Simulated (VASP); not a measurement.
# ZnPt2 (Fm-3m) in VASP: further runs, part 2 of 3

VASP 6.6.1. The steps go on from the part before.

## (3) Single point, PBE

This run uses another cell than the first one, of 16.75 Å³/atom, 1.153 times its volume.

File INCAR:

```
SYSTEM = ZnPt2
PREC = Accurate
ENCUT = 520
EDIFF = 1E-6
ISMEAR = 0
SIGMA = 0.1
LREAL = .FALSE.
LASPH = .TRUE.
NELM = 80
ALGO = Normal
ISIF = 2
LWAVE = .FALSE.
LCHARG = .FALSE.
GGA = PE
NBANDS = 23
```

File KPOINTS:

```
Automatic mesh
0
G
  6 6 6
  0 0 0
```

File POSCAR:

```
ZnPt2
1.0
    0.0000000000      2.9286916826      2.9286916826
    2.9286916826      0.0000000000      2.9286916826
    2.9286916826      2.9286916826      0.0000000000
Zn Pt
1 2
Direct
    0.0000000000      0.0000000000      0.0000000000
    0.2500000000      0.2500000000      0.2500000000
    0.7500000000      0.7500000000      0.7500000000
```

Potentials or basis: VASP PAW PBE potentials, release 64 (Zn, Pt).

Launch:

```bash
cat potpaw_PBE.64/Zn/POTCAR potpaw_PBE.64/Pt/POTCAR > POTCAR
mpirun -np 1 vasp_std > vasp.out
```

OUTCAR:

```text
SYSTEM = ZnPt2
   PREC = Accurate
   ENCUT = 520
   EDIFF = 1E-6
   ISMEAR = 0
   LREAL = .FALSE.
   LASPH = .TRUE.
   NELM = 80
   ISIF = 2
   GGA = PE

 ion  position               nearest neighbor table
   1  0.000  0.000  0.000-   3 2.54   3 2.54   3 2.54   2 2.54   3 2.54   2 2.54   2 2.54   2 2.54

   2  0.250  0.250  0.250-   1 2.54   1 2.54   1 2.54   1 2.54   3 2.93   3 2.93   3 2.93   3 2.93
                             3 2.93   3 2.93
   3  0.750  0.750  0.750-   1 2.54   1 2.54   1 2.54   1 2.54   2 2.93   2 2.93   2 2.93   2 2.93
                             2 2.93   2 2.93

  LATTYP: Found a face centered cubic cell.
 ALAT       =     5.8573833652

  Lattice vectors:

 A1 = (   0.0000000000,   2.9286916826,   2.9286916826)
 A2 = (   2.9286916826,   0.0000000000,   2.9286916826)
 A3 = (   2.9286916826,   2.9286916826,   0.0000000000)

Analysis of symmetry for initial positions (statically):
=====================================================================
 Subroutine PRICEL returns:
 Original cell was already a primitive cell.

 Routine SETGRP: Setting up the symmetry group for a
 face centered cubic supercell.

 Subroutine GETGRP returns: Found 48 space group operations
 (whereof 48 operations were pure point group operations)
 out of a pool of 48 trial point group operations.

The static configuration has the point symmetry O_h .

Analysis of symmetry for dynamics (positions and initial velocities):
=====================================================================
 Subroutine PRICEL returns:
 Original cell was already a primitive cell.

 Routine SETGRP: Setting up the symmetry group for a
 face centered cubic supercell.

 Subroutine GETGRP returns: Found 48 space group operations
 (whereof 48 operations were pure point group operations)
 out of a pool of 48 trial point group operations.

The dynamic configuration has the point symmetry O_h .

 Subroutine INISYM returns: Found 48 space group operations
 (whereof 48 operations are pure point group operations),
 and found     1 'primitive' translations
[... 105 lines left out ...]
   IALGO  =     38    algorithm
   IMIX   =      4    mixing-type and parameters
     AMIX     =   0.40;   BMIX     =  1.00
     AMIX_MAG =   1.60;   BMIX_MAG =  1.00
  volume/ion in A,a.u.               =      16.75       113.01
  Fermi-wavevector in a.u.,A,eV,Ry     =   1.408557  2.661787 26.994415  1.984034
  Thomas-Fermi vector in A             =   2.530703
   LORBIT       =      0    0 simple, 1 ext, 2 COOP (PROOUT), +10 PAW based schemes
   GGA     = PE    functional components
   LHFCALC =     F    Hartree Fock is set to
   AEXX    =    0.0000 exact exchange contribution
   IVDW    =     0    specifies the selected vdW correction
   LEPSILON=     F    determine dielectric tensor
   LRPA    =     F    only Hartree local field effects (RPA)
 non-spin polarized calculation
 Gauss-broadening in eV      SIGMA  =   0.10
  energy-cutoff  :      520.00
  volume of cell :       50.24
 maximum number of plane-waves:      1363
   NGX = 15   NGY = 15   NGZ = 15

 number of electron      31.9999996 magnetization

 Free energy of the ion-electron system (eV)
  ---------------------------------------------------
  ext. energy  EPLUGINS =         0.00000000
  ---------------------------------------------------
  free energy    TOTEN  =       -13.68542223 eV

  energy without entropy =      -13.67336597  energy(sigma->0) =      -13.67939410

 E-fermi :   6.1870     XC(G=0): -12.0905

 val. band max:        6.1393164967   @ k =  -0.3333   0.3333   0.1667
 cond. band min:       6.1989058608   @ k =   0.3333   0.1667   0.0000
 fundamental gap:      0.0595893641
 Fermi energy:         6.1869604289

 k-point     1 :       0.0000    0.0000    0.0000
  band No.  band energies     occupation
      1      -2.4536      2.00000
      2      -0.3442      2.00000
      3      -0.3442      2.00000
      4      -0.1588      2.00000
      5      -0.1588      2.00000
      6      -0.1588      2.00000
[... 405 lines left out ...]
     22      18.4118      0.00000
     23      18.9800      0.00000

------------------------ aborting loop because EDIFF is reached ----------------------------------------

  FORCE on cell =-STRESS in cart. coord.  units (eV):
  Direction    XX          YY          ZZ          XY          YZ          ZX
  --------------------------------------------------------------------------------------
  -------------------------------------------------------------------------------------
  Total        0.2213530      0.2213530      0.2213530      0.0000000      0.0000000      0.0000000
  in kB        7.0590317      7.0590317      7.0590317      0.0000000      0.0000000      0.0000000
  external PRESSURE =       7.0590317 kB  Pullay stress =       0.0000000 kB

 VOLUME and BASIS-vectors are now :
 -----------------------------------------------------------------------------
  energy-cutoff  :      520.00
  volume of cell :       50.24
      direct lattice vectors                 reciprocal lattice vectors
     0.000000000  2.928691683  2.928691683    -0.170724697  0.170724697  0.170724697
     2.928691683  0.000000000  2.928691683     0.170724697 -0.170724697  0.170724697
     2.928691683  2.928691683  0.000000000     0.170724697  0.170724697 -0.170724697

 POSITION                                       TOTAL-FORCE (eV/Angst)
 -----------------------------------------------------------------------------------
      0.00000      0.00000      0.00000         0.000000     -0.000000     -0.000000
      1.46435      1.46435      1.46435        -0.000000      0.000000     -0.000000
      4.39304      4.39304      4.39304         0.000000     -0.000000      0.000000
 -----------------------------------------------------------------------------------
    total drift:                                0.000000     -0.000000      0.000000

  FREE ENERGIE OF THE ION-ELECTRON SYSTEM (eV)
  ---------------------------------------------------
  free  energy   TOTEN  =       -13.6854222304 eV

  energy  without entropy=      -13.6733659657  energy(sigma->0) =      -13.67939410
```

OSZICAR:

```text
N       E                     dE             d eps       ncg     rms          rms(c)
DAV:   1     0.225842833006E+03    0.22584E+03   -0.16007E+04   736   0.174E+03
DAV:   2    -0.757465432433E+00   -0.22660E+03   -0.20542E+03   778   0.374E+02
DAV:   3    -0.141379699129E+02   -0.13381E+02   -0.12963E+02   876   0.904E+01
DAV:   4    -0.143235215970E+02   -0.18555E+00   -0.18551E+00   834   0.103E+01
DAV:   5    -0.143264787591E+02   -0.29572E-02   -0.29571E-02   869   0.130E+00    0.126E+01
DAV:   6    -0.137233501637E+02    0.60313E+00   -0.13907E+00   848   0.130E+01    0.665E+00
DAV:   7    -0.136930291343E+02    0.30321E-01   -0.47425E-02  1075   0.408E+00    0.315E+00
DAV:   8    -0.136855201862E+02    0.75089E-02   -0.15426E-02   862   0.152E+00    0.171E-01
DAV:   9    -0.136853966754E+02    0.12351E-03   -0.59379E-04   989   0.763E-01    0.598E-02
DAV:  10    -0.136854208076E+02   -0.24132E-04   -0.90029E-05   815   0.699E-02    0.111E-02
DAV:  11    -0.136854222727E+02   -0.14651E-05   -0.30132E-06   802   0.143E-02    0.369E-03
DAV:  12    -0.136854222304E+02    0.42252E-07   -0.24686E-07   466   0.115E-02
   1 F= -.13685422E+02 E0= -.13679394E+02  d E =-.120563E-01
```

Wall time 11 s (1 thread of AMD EPYC 9R45 (Zen 5), shared host); peak memory 0.15 GiB.

Results:

```
Free energy            : -13.6854 eV
Pressure               : 0.7 GPa
Band gap on the k mesh : zero (band 16 reaches 6.85 eV, above the bottom of band 17 at 5.42 eV)
```

Levels at points of the mesh, in eV from the Fermi level:
```
           k point  band 14  band 15  band 16  band 17  band 18  band 19
(0.00, 0.00, 0.00)    -0.36     0.66     0.66     7.09     7.18     7.18
(0.50, 0.00, 0.00)    -1.73    -1.46    -1.46    -0.76     7.36     7.36
(0.50, 0.50, 0.00)    -1.18    -0.42     0.57     1.60     1.60     1.72
```

Caveat: spin-orbit coupling is left out, which moves the levels of the heavy elements.

## (4) Relaxation of cell and atoms, PBE

File INCAR:

```
SYSTEM = ZnPt2
PREC = Accurate
ENCUT = 600
EDIFF = 1E-7
ISMEAR = 0
SIGMA = 0.1
LREAL = .FALSE.
LASPH = .TRUE.
NELM = 80
ALGO = Normal
ISIF = 3
LWAVE = .FALSE.
LCHARG = .FALSE.
GGA = PE
IBRION = 2
NSW = 90
EDIFFG = -0.04
```

KPOINTS is that of step 3.

File POSCAR:

```
ZnPt2
1.0
    0.0000000000      2.7925546437      2.7925546437
    2.7925546437      0.0000000000      2.7925546437
    2.7925546437      2.7925546437      0.0000000000
Zn Pt
1 2
Direct
    0.0000000000      0.0000000000      0.0000000000
    0.2500000000      0.2500000000      0.2500000000
    0.7500000000      0.7500000000      0.7500000000
```

Potentials or basis: VASP PAW PBE potentials, release 64 (Zn, Pt).

Launch:

```bash
cat potpaw_PBE.64/Zn/POTCAR potpaw_PBE.64/Pt/POTCAR > POTCAR
mpirun -np 1 vasp_std > vasp.out
```

OUTCAR:

```text
SYSTEM = ZnPt2
   PREC = Accurate
   ENCUT = 600
   EDIFF = 1E-7
   ISMEAR = 0
   LREAL = .FALSE.
   LASPH = .TRUE.
   NELM = 80
   ISIF = 3
   GGA = PE
   IBRION = 2
   NSW = 90
   EDIFFG = -0.04

 ion  position               nearest neighbor table
   1  0.000  0.000  0.000-   3 2.42   3 2.42   3 2.42   2 2.42   3 2.42   2 2.42   2 2.42   2 2.42

   2  0.250  0.250  0.250-   1 2.42   1 2.42   1 2.42   1 2.42   3 2.79   3 2.79   3 2.79   3 2.79
                             3 2.79   3 2.79
   3  0.750  0.750  0.750-   1 2.42   1 2.42   1 2.42   1 2.42   2 2.79   2 2.79   2 2.79   2 2.79
                             2 2.79   2 2.79

  LATTYP: Found a face centered cubic cell.
 ALAT       =     5.5851092874

  Lattice vectors:

 A1 = (   0.0000000000,   2.7925546437,   2.7925546437)
 A2 = (   2.7925546437,   0.0000000000,   2.7925546437)
 A3 = (   2.7925546437,   2.7925546437,   0.0000000000)

Analysis of symmetry for initial positions (statically):
[... 212 lines left out ...]

 k-point     1 :       0.0000    0.0000    0.0000
  band No.  band energies     occupation
      1      -3.4543      2.00000
      2      -2.6529      2.00000
      3      -2.6529      2.00000
      4      -2.6529      2.00000
      5      -2.6329      2.00000
      6      -2.6329      2.00000
[... 467 lines left out ...]
--------------------------------------- Ionic step        5  -------------------------------------------

 number of electron      31.9999994 magnetization

 Free energy of the ion-electron system (eV)
  ---------------------------------------------------
  ext. energy  EPLUGINS =         0.00000000
  ---------------------------------------------------
  free energy    TOTEN  =       -13.68276512 eV

  energy without entropy =      -13.67058582  energy(sigma->0) =      -13.67667547

 E-fermi :   6.1318     XC(G=0): -12.0661

 val. band max:        6.0855860369   @ k =  -0.3333   0.3333   0.1667
 cond. band min:       6.1428893483   @ k =   0.3333   0.1667   0.0000
 fundamental gap:      0.0573033115
 Fermi energy:         6.1318143107

 k-point     1 :       0.0000    0.0000    0.0000
  band No.  band energies     occupation
      1      -2.4728      2.00000
      2      -0.3797      2.00000
      3      -0.3797      2.00000
      4      -0.2005      2.00000
      5      -0.2005      2.00000
      6      -0.2005      2.00000
[... 387 lines left out ...]
  FREE ENERGIE OF THE ION-ELECTRON SYSTEM (eV)
  ---------------------------------------------------
  free  energy   TOTEN  =       -13.6827651164 eV

  energy  without entropy=      -13.6705858195  energy(sigma->0) =      -13.67667547

 reached required accuracy - stopping structural energy minimisation
```

OSZICAR:

```text
N       E                     dE             d eps       ncg     rms          rms(c)
DAV:   1     0.249573348997E+03    0.24957E+03   -0.18050E+04   648   0.227E+03
DAV:   2     0.222284193685E+01   -0.24735E+03   -0.23174E+03   668   0.438E+02
DAV:   3    -0.134625042241E+02   -0.15685E+02   -0.14490E+02   712   0.107E+02
[... 53 lines left out ...]
DAV:   4    -0.136827685357E+02    0.41200E-04   -0.98574E-05   916   0.167E-01    0.144E-02
DAV:   5    -0.136827655300E+02    0.30057E-05   -0.20112E-05   748   0.684E-02    0.523E-03
DAV:   6    -0.136827652274E+02    0.30260E-06   -0.17964E-06   816   0.203E-02    0.199E-03
DAV:   7    -0.136827651021E+02    0.12538E-06   -0.10880E-07   344   0.770E-03    0.352E-04
DAV:   8    -0.136827651164E+02   -0.14335E-07   -0.93288E-08   320   0.459E-03
   5 F= -.13682765E+02 E0= -.13676675E+02  d E =-.634297E+00
```

Wall time 50 s (1 thread of AMD EPYC 9R45 (Zen 5), shared host); peak memory 0.16 GiB.

What came out:

```
Free energy                            : -13.6828 eV
Relaxed volume                         : 16.82 Å³/atom
Relaxed cell                           : a = 4.148 Å, b = 4.148 Å, c = 4.148 Å, α = 60.00°, β = 60.00°, γ = 60.00°
Space group after relaxing (to 0.05 Å) : Fm-3m (No. 225)
Energy gained by relaxing              : 211.4 meV/atom
Ionic steps                            : 5
Pressure after relaxing                : 0.0 GPa
Band gap on the k mesh                 : zero (band 16 reaches 6.79 eV, above the bottom of band 17 at 5.37 eV)
```

Step by step:
| step | energy change (eV) | largest force (eV/Å) | pressure (GPa) | volume (Å³) |
| --- | --- | --- | --- | --- |
| 1 | 0.0000 | 0.0000 | 34.33 | 43.55 |
| 2 | 0.7264 | 0.0000 | -20.47 | 66.25 |
| 3 | -0.6303 | 0.0000 | -1.93 | 51.10 |
| 4 | -0.6341 | 0.0000 | -0.47 | 50.61 |
| 5 | -0.6343 | 0.0000 | 0.00 | 50.46 |

Final structure:
```
CELL_PARAMETERS angstrom
0.00000 2.93289 2.93289
2.93289 0.00000 2.93289
2.93289 2.93289 0.00000
ATOMIC_POSITIONS crystal
Zn 0.00000 0.00000 0.00000
Pt 0.25000 0.25000 0.25000
Pt 0.75000 0.75000 0.75000
```

Caveat: the volume moved by over 15 % at a fixed basis, so the end points are rough; spin-orbit coupling is left out, which moves the levels of the heavy elements.

(Continued in part 3 of 3.)
